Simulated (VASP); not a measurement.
# Al12H in VASP: a series of runs

The runs below take Al12H through single point, with PBE.

All numbers are computed with VASP 6.6.1; they aren't measurements. Logs are shortened: lines on timing, memory, paths and dates and some standing lists are left out, and cuts for length are marked.

### Step 1. The cell of the first run

The cell holds a slab with vacuum, 13 atoms: a = 5.714 Å, b = 5.714 Å, c = 21.602 Å, α = 90.00°, β = 90.00°, γ = 120.00°.

### Step 2. Single point, PBE, collinear spin

Contents of INCAR:

```
SYSTEM = Al12H
PREC     = Accurate       ! precision mode
ENCUT    = 520            ! plane-wave cutoff, eV
EDIFF    = 1E-6           ! SCF threshold, eV
ISMEAR   = 0              ! smearing method
SIGMA    = 0.1            ! smearing width, eV
LREAL    = .FALSE.        ! projectors in reciprocal space
LASPH    = .TRUE.         ! aspherical terms in the spheres
NELM     = 150            ! most SCF steps
ALGO     = Normal         ! electronic algorithm
ISIF     = 2              ! what is computed and relaxed
LWAVE    = .FALSE.        ! write WAVECAR
LCHARG   = .FALSE.        ! write CHGCAR
ISPIN    = 2              ! spin polarisation
MAGMOM   = 0 0 0 0 0 0 0 0 0 0 0 0 1 ! initial moments
LORBIT   = 11             ! projections on sites
LDIPOL   = .TRUE.       
IDIPOL   = 3            
DIPOL    = 0.5 0.5 0.312
GGA      = PE             ! functional
NBANDS   = 34             ! bands
```

Contents of KPOINTS:

```
regular mesh
0
G
  6 6 1
  0 0 0
```

Contents of POSCAR:

```
Al12H
1.0
    5.7143028096      0.0000000000      0.0000000000
   -2.8571514048      4.9487313980      0.0000000000
    0.0000000000      0.0000000000     21.6016424764
Al H
12 1
Direct
    0.3333333333      0.1666666667      0.1851711047
    0.3333333333      0.6666666667      0.1851711047
    0.8333333333      0.1666666667      0.1851711047
    0.8333333333      0.6666666667      0.1851711047
    0.1666666667      0.3333333333      0.2916873740
    0.1666666667      0.8333333333      0.2916873740
    0.6666666667      0.3333333333      0.2916873740
    0.6666666667      0.8333333333      0.2916873740
    0.0000000000      0.0000000000      0.3981939098
    0.0000000000      0.5000000000      0.3981939098
    0.5000000000      0.0000000000      0.3981939098
    0.5000000000      0.5000000000      0.3981939098
    0.1666666667     -0.1666666667      0.5495712879
```

Potentials or basis: VASP PAW PBE potentials, release 64 (Al, H).

Started as:

```console
> cat potpaw_PBE.64/Al/POTCAR potpaw_PBE.64/H/POTCAR > POTCAR
> mpirun -np 1 vasp_std > vasp.out
```

OUTCAR:

```text
SYSTEM = Al12H
   PREC = Accurate
   ENCUT = 520
   EDIFF = 1E-6
   ISMEAR = 0
   LREAL = .FALSE.
   LASPH = .TRUE.
   NELM = 150
   ISIF = 2
   ISPIN = 2
   LORBIT = 11
   GGA = PE

 ion  position               nearest neighbor table
   1  0.333  0.167  0.185-   5 2.83   6 2.83   7 2.83   4 2.86   2 2.86   2 2.86   4 2.86   3 2.86
                             3 2.86
   2  0.333  0.667  0.185-   6 2.83   5 2.83   8 2.83   3 2.86   1 2.86   1 2.86   3 2.86   4 2.86
                             4 2.86
   3  0.833  0.167  0.185-   7 2.83   8 2.83   5 2.83   4 2.86   2 2.86   4 2.86   2 2.86   1 2.86
                             1 2.86
   4  0.833  0.667  0.185-   8 2.83   7 2.83   6 2.83   3 2.86   1 2.86   3 2.86   1 2.86   2 2.86
                             2 2.86
   5  0.167  0.333  0.292-   9 2.83  12 2.83  10 2.83   1 2.83   2 2.83   3 2.83   8 2.86   6 2.86
                             6 2.86   8 2.86   7 2.86   7 2.86
   6  0.167  0.833  0.292-  10 2.83  11 2.83   9 2.83   2 2.83   1 2.83   4 2.83   7 2.86   5 2.86
                             5 2.86   7 2.86   8 2.86   8 2.86
   7  0.667  0.333  0.292-  11 2.83  10 2.83  12 2.83   3 2.83   4 2.83   1 2.83   8 2.86   6 2.86
                             8 2.86   6 2.86   5 2.86   5 2.86
   8  0.667  0.833  0.292-  12 2.83   9 2.83  11 2.83   4 2.83   3 2.83   2 2.83   7 2.86   5 2.86
                             7 2.86   5 2.86   6 2.86   6 2.86
   9  0.000  0.000  0.398-   5 2.83   8 2.83   6 2.83  10 2.86  12 2.86  10 2.86  12 2.86  11 2.86
                            11 2.86
  10  0.000  0.500  0.398-   6 2.83   7 2.83   5 2.83   9 2.86  11 2.86   9 2.86  11 2.86  12 2.86
                            12 2.86
  11  0.500  0.000  0.398-   7 2.83   6 2.83   8 2.83  10 2.86  12 2.86  12 2.86  10 2.86   9 2.86
                             9 2.86
  12  0.500  0.500  0.398-   8 2.83   5 2.83   7 2.83   9 2.86  11 2.86  11 2.86   9 2.86  10 2.86
                            10 2.86
  13  0.167  0.833  0.550-

  LATTYP: Found a hexagonal cell.
 ALAT       =     5.7143028096
 C/A-ratio  =     3.7802761240

  Lattice vectors:

 A1 = (   5.7143028096,   0.0000000000,   0.0000000000)
 A2 = (  -2.8571514048,   4.9487313980,   0.0000000000)
 A3 = (   0.0000000000,   0.0000000000,  21.6016424764)

Analysis of symmetry for initial positions (statically):
=====================================================================
 Subroutine PRICEL returns:
 Original cell was already a primitive cell.

 Routine SETGRP: Setting up the symmetry group for a
 hexagonal supercell.

 Subroutine GETGRP returns: Found  6 space group operations
 (whereof  2 operations were pure point group operations)
 out of a pool of 24 trial point group operations.

The static configuration has the point symmetry C_1h.
 The point group associated with its full space group is C_3v.

Analysis of symmetry for dynamics (positions and initial velocities):
=====================================================================
 Subroutine PRICEL returns:
 Original cell was already a primitive cell.

 Routine SETGRP: Setting up the symmetry group for a
 hexagonal supercell.

 Subroutine GETGRP returns: Found  6 space group operations
 (whereof  2 operations were pure point group operations)
 out of a pool of 24 trial point group operations.

The dynamic configuration has the point symmetry C_1h.
 The point group associated with its full space group is C_3v.

Analysis of structural, dynamic, and magnetic symmetry:
=====================================================================
 Subroutine PRICEL returns:
 Original cell was already a primitive cell.

 Routine SETGRP: Setting up the symmetry group for a
 hexagonal supercell.

 Subroutine GETGRP returns: Found  6 space group operations
 (whereof  2 operations were pure point group operations)
 out of a pool of 24 trial point group operations.

The overall configuration has the point symmetry C_1h.
 The point group associated with its full space group is C_3v.

 Subroutine INISYM returns: Found  6 space group operations
 (whereof  2 operations are pure point group operations),
 and found     1 'primitive' translations

----------------------------------------------------------------------------------------

                                     Primitive cell

  volume of cell :     610.8631

  direct lattice vectors                    reciprocal lattice vectors
     5.714302810  0.000000000  0.000000000     0.174999476  0.101035995  0.000000000
    -2.857151405  4.948731398  0.000000000     0.000000000  0.202071990  0.000000000
     0.000000000  0.000000000 21.601642476     0.000000000  0.000000000  0.046292776

  length of vectors
     5.714302810  5.714302810 21.601642476     0.202071990  0.202071990  0.046292776

  position of ions in fractional coordinates (direct lattice)
[... 79 lines left out ...]
   LSORBIT =      F    spin-orbit coupling
   LASPH  =      T    aspherical Exc in radial PAW
   ENCUT  =  520.0 eV  38.22 Ry    6.18 a.u.  10.62 10.62 40.16*2*pi/ulx,y,z
   NELM   =    150;   NELMIN=  2; NELMDL= -5     # of ELM steps
   EDIFF  = 0.1E-05   stopping-criterion for ELM
   LREAL  =      F    real-space projection
   EDIFFG = 0.1E-04   stopping-criterion for IOM
   NSW    =      0    number of steps for IOM
   IBRION =     -1    ionic relax: 0-MD 1-quasi-New 2-CG
   NFREE  =      0    steps in history (QN), initial steepest desc. (CG)
   ISIF   =      2    stress and relaxation
   ISYM   =      2    0-nonsym 1-usesym 2-fastsym
   POTIM  = 0.5000    time-step for ionic-motion
   TEBEG  =    0.0;   TEEND  =   0.0 temperature during run
   PSTRESS=    0.0 pullay stress
   NELECT =      37.0000    total number of electrons
   NUPDOWN=      -1.0000    fix difference up-down
   EMIN   =  10.00;   EMAX   =-10.00  energy-range for DOS
   EFERMI =   0.00;   METHOD = LEGACY
   ISMEAR =     0;   SIGMA  =   0.10  broadening in eV -4-tet -1-fermi 0-gaus
   EFERMI_NEDOS =   21; number of points for ismear=-14 and -15
   IALGO  =     38    algorithm
   IMIX   =      4    mixing-type and parameters
     AMIX     =   0.40;   BMIX     =  1.00
     AMIX_MAG =   1.60;   BMIX_MAG =  1.00
  volume/ion in A,a.u.               =      46.99       317.10
  Fermi-wavevector in a.u.,A,eV,Ry     =   0.642926  1.214953  5.624015  0.413353
  Thomas-Fermi vector in A             =   1.709757
   LORBIT       =     11    0 simple, 1 ext, 2 COOP (PROOUT), +10 PAW based schemes
   GGA     = PE    functional components
   LHFCALC =     F    Hartree Fock is set to
   AEXX    =    0.0000 exact exchange contribution
   IVDW    =     0    specifies the selected vdW correction
   LEPSILON=     F    determine dielectric tensor
   LRPA    =     F    only Hartree local field effects (RPA)
 spin polarized calculation
 Gauss-broadening in eV      SIGMA  =   0.10
  energy-cutoff  :      520.00
  volume of cell :      610.86
 maximum number of plane-waves:     16489
   NGX = 21   NGY = 21   NGZ = 81

 dipolmoment           0.000000      0.000000     -0.005864 electrons x Angstroem

 number of electron      37.0000000 magnetization       0.9963875

 dipolmoment           0.000000      0.000000      0.017106 electrons x Angstroem

 Free energy of the ion-electron system (eV)
  ---------------------------------------------------
  ext. energy  EPLUGINS =         0.00000000
  ---------------------------------------------------
  free energy    TOTEN  =       -43.27950130 eV

  energy without entropy =      -43.24801627  energy(sigma->0) =      -43.26375879

 E-fermi :  -0.0154     XC(G=0):  -4.2732

 val. band max:       -0.0328391522   @ k =   0.3333   0.1667   0.0000
 cond. band min:       0.0331202085   @ k =   0.1667   0.1667   0.0000
 fundamental gap:      0.0659593607
 Fermi energy:        -0.0153645746

 spin component 1

 k-point     1 :       0.0000    0.0000    0.0000
  band No.  band energies     occupation
      1     -10.5888      1.00000
      2      -8.8801      1.00000
      3      -6.1875      1.00000
      4      -4.7145      1.00000
      5      -4.7145      1.00000
      6      -4.7118      1.00000
[... 220 lines left out ...]
     29       3.3070      0.00000
     30       3.3087      0.00000
 Fermi energy:        -0.0153645746

 spin component 2

 k-point     1 :       0.0000    0.0000    0.0000
  band No.  band energies     occupation
      1     -10.5844      1.00000
      2      -8.8759      1.00000
      3      -6.1768      1.00000
      4      -4.7095      1.00000
      5      -4.7087      1.00000
      6      -4.7087      1.00000
[... 220 lines left out ...]
     29       3.3229      0.00000
     30       3.3257      0.00000
 [bands above 30 left out]

------------------------ aborting loop because EDIFF is reached ----------------------------------------

 vacuum level on the upper side and lower side of the slab       (xc-potential included)         0.044        -0.058

  FORCE on cell =-STRESS in cart. coord.  units (eV):
  Direction    XX          YY          ZZ          XY          YZ          ZX
  --------------------------------------------------------------------------------------
  -------------------------------------------------------------------------------------
  Total       -2.8312448     -2.8312448     -0.3122449     -0.0000000      0.0000000      0.0000000
  in kB       -7.4258145     -7.4258145     -0.8189587     -0.0000000      0.0000000      0.0000000
  external PRESSURE =      -5.2235292 kB  Pullay stress =       0.0000000 kB

 VOLUME and BASIS-vectors are now :
 -----------------------------------------------------------------------------
  energy-cutoff  :      520.00
  volume of cell :      610.86
      direct lattice vectors                 reciprocal lattice vectors
     5.714302810  0.000000000  0.000000000     0.174999476  0.101035995  0.000000000
    -2.857151405  4.948731398  0.000000000     0.000000000  0.202071990  0.000000000
     0.000000000  0.000000000 21.601642476     0.000000000  0.000000000  0.046292776

 POSITION                                       TOTAL-FORCE (eV/Angst)
 -----------------------------------------------------------------------------------
      1.42858      0.82479      4.00000        -0.000000      0.002632      0.003383
     -0.00000      3.29915      4.00000         0.002280     -0.001316      0.003383
      4.28573      0.82479      4.00000        -0.000000     -0.000000      0.003499
      2.85715      3.29915      4.00000        -0.002280     -0.001316      0.003383
      0.00000      1.64958      6.30093        -0.001132     -0.000653     -0.003164
     -1.42858      4.12394      6.30093        -0.000000     -0.000000      0.002291
      2.85715      1.64958      6.30093         0.001132     -0.000653     -0.003164
      1.42858      4.12394      6.30093        -0.000000      0.001307     -0.003164
      0.00000      0.00000      8.60164         0.002715     -0.001568      0.023441
     -1.42858      2.47437      8.60164        -0.000000      0.003135      0.023441
      2.85715      0.00000      8.60164        -0.002715     -0.001568      0.023441
      1.42858      2.47437      8.60164        -0.000000     -0.000000     -0.001050
     -1.42858      4.12394     11.87164        -0.000000     -0.000000     -0.075718
 -----------------------------------------------------------------------------------
    total drift:                               -0.000000      0.000000      0.000183

  FREE ENERGIE OF THE ION-ELECTRON SYSTEM (eV)
  ---------------------------------------------------
  free  energy   TOTEN  =       -43.2795013037 eV

  energy  without entropy=      -43.2480162712  energy(sigma->0) =      -43.26375879

 vacuum level on the upper side and lower side of the slab         3.995         3.894

 total charge

# of ion       s       p       d       tot
------------------------------------------
    1        0.451   0.312   0.000   0.763
    2        0.451   0.312   0.000   0.763
    3        0.451   0.312   0.000   0.763
    4        0.451   0.312   0.000   0.763
    5        0.433   0.345   0.000   0.778
    6        0.433   0.345   0.000   0.778
    7        0.433   0.345   0.000   0.778
    8        0.433   0.345   0.000   0.778
    9        0.451   0.311   0.000   0.762
   10        0.451   0.311   0.000   0.762
   11        0.451   0.311   0.000   0.762
   12        0.451   0.312   0.000   0.763
   13        0.378   0.000   0.000   0.378
--------------------------------------------------
tot          5.720   3.873   0.000   9.593

 magnetization (x)

# of ion       s       p       d       tot
------------------------------------------
    1        0.000   0.001   0.000   0.001
    2        0.000   0.001   0.000   0.001
    3        0.000   0.001   0.000   0.001
    4        0.000   0.001   0.000   0.001
    5        0.000   0.001   0.000   0.001
    6        0.001   0.001   0.000   0.002
    7        0.000   0.001   0.000   0.001
    8        0.000   0.001   0.000   0.001
    9        0.001  -0.000   0.000   0.001
   10        0.001  -0.000   0.000   0.001
   11        0.001  -0.000   0.000   0.001
   12       -0.000   0.001   0.000   0.000
   13        0.370   0.000   0.000   0.370
--------------------------------------------------
tot          0.375   0.007   0.000   0.382
```

Wall time 8.3 min (1 thread of AMD EPYC 9R14 (Zen 4), shared host); peak memory 0.88 GiB.

Results:

```
Free energy                                           : -43.2795 eV
Largest force                                         : 0.076 eV/Å
Band gap on the k mesh                                : zero (filled and empty bands overlap)
Net moment                                            : 1.00 μB per cell
Site moments                                          : Al +0.00; H +0.37 μB
Valence electrons inside the program's atomic spheres : Al 0.76, 0.78 (each value once); H 0.38
```

Forces on the atoms (eV/Å):
```
Al   0.000  0.003  0.003
Al   0.002 -0.001  0.003
Al   0.000  0.000  0.003
Al  -0.002 -0.001  0.003
Al  -0.001 -0.001 -0.003
Al   0.000  0.000  0.002
Al   0.001 -0.001 -0.003
Al   0.000  0.001 -0.003
Al   0.003 -0.002  0.023
Al   0.000  0.003  0.023
Al  -0.003 -0.002  0.023
Al   0.000  0.000 -0.001
H    0.000  0.000 -0.076
```

Levels at points of the mesh, in eV from the Fermi level:
Spin up:
```tsv
k point	band 15	band 16	band 17	band 18	band 19	band 20	band 21	band 22	band 23	band 24
(0.00, 0.00, 0.00)	-2.74	-2.74	-2.74	-0.39	-0.39	-0.39	-0.15	-0.15	-0.14	0.63
(0.50, 0.00, 0.00)	-1.56	-0.49	-0.49	-0.22	-0.22	0.94	0.94	1.31	1.33	1.65
```
Spin down:
```tsv
k point	band 16	band 17	band 18	band 19	band 20	band 21
(0.00, 0.00, 0.00)	-2.73	-0.39	-0.39	-0.38	-0.18	-0.15
(0.50, 0.00, 0.00)	-0.49	-0.22	-0.22	0.94	0.94	1.16
```

### Step 3. Single point, PBE, collinear spin

Contents of INCAR:

```
PREC = Accurate
ENCUT = 520
EDIFF = 1E-6
ISMEAR = 0
SIGMA = 0.1
LREAL = False
LASPH = True
NELM = 150
ALGO = Normal
ISIF = 2
LWAVE = False
LCHARG = False
ISPIN = 2
MAGMOM = 0 0 0 0 0 0 0 0 0 0 0 0 1
LORBIT = 11
LDIPOL = True
IDIPOL = 3
DIPOL = 0.5 0.5 0.312
GGA = PE
NBANDS = 34
```

Contents of KPOINTS:

```
Automatic mesh
0
Gamma
  6 6 1
```

Edit POSCAR of step 2 so:

```diff
@@ -20,2 +20,2 @@
     0.5000000000      0.5000000000      0.3981939098
-    0.1666666667     -0.1666666667      0.5495712879
+    0.0000000000      0.0000000000      0.5495712879
```

Potentials or basis: VASP PAW PBE potentials, release 64 (Al, H).

Started as:

```console
> cat potpaw_PBE.64/Al/POTCAR potpaw_PBE.64/H/POTCAR > POTCAR
> mpirun -np 1 vasp_std > vasp.out
```

It took 7.4 min on 1 thread of AMD EPYC 9R45 (Zen 5), shared host; peak memory 0.88 GiB.

It converged, with:

```yaml
Free_energy: -43.2881 eV
Largest_force: 0.122 eV/Å
Net_moment: 0.95 μB per cell
Site_moments: Al +0.00, -0.00 (each value once); H +0.37 μB
Valence_electrons_inside_the_program's_atomic_spheres: Al 0.76, 0.78 (each value once); H 0.38
```

Forces in eV/Å, atoms in the order of the input:
```
Al   0.006  0.004  0.001
Al   0.000  0.000  0.004
Al  -0.006  0.004  0.001
Al   0.000 -0.007  0.001
Al   0.000  0.009 -0.001
Al   0.008 -0.004 -0.001
Al   0.000  0.000 -0.004
Al  -0.008 -0.004 -0.001
Al   0.000  0.000  0.117
Al   0.003  0.002  0.001
Al   0.000 -0.003  0.001
Al  -0.003  0.002  0.001
H    0.000  0.000 -0.122
```

Levels at points of the mesh, in eV from the Fermi level:
Spin up:
| k point | band 17 | band 18 | band 19 | band 20 | band 21 | band 22 |
| --- | --- | --- | --- | --- | --- | --- |
| (0.00, 0.00, 0.00) | -2.71 | -0.38 | -0.38 | -0.37 | -0.15 | -0.15 |
| (0.50, 0.00, 0.00) | -0.49 | -0.22 | -0.21 | 0.94 | 0.95 | 1.32 |
Spin down:
| k point | band 14 | band 15 | band 16 | band 17 | band 18 | band 19 | band 20 | band 21 | band 22 | band 23 |
| --- | --- | --- | --- | --- | --- | --- | --- | --- | --- | --- |
| (0.00, 0.00, 0.00) | -2.74 | -2.73 | -2.73 | -0.42 | -0.38 | -0.38 | -0.16 | -0.15 | -0.15 | 0.28 |
| (0.50, 0.00, 0.00) | -1.64 | -0.49 | -0.49 | -0.22 | -0.22 | 0.89 | 0.94 | 1.07 | 1.32 | 1.40 |
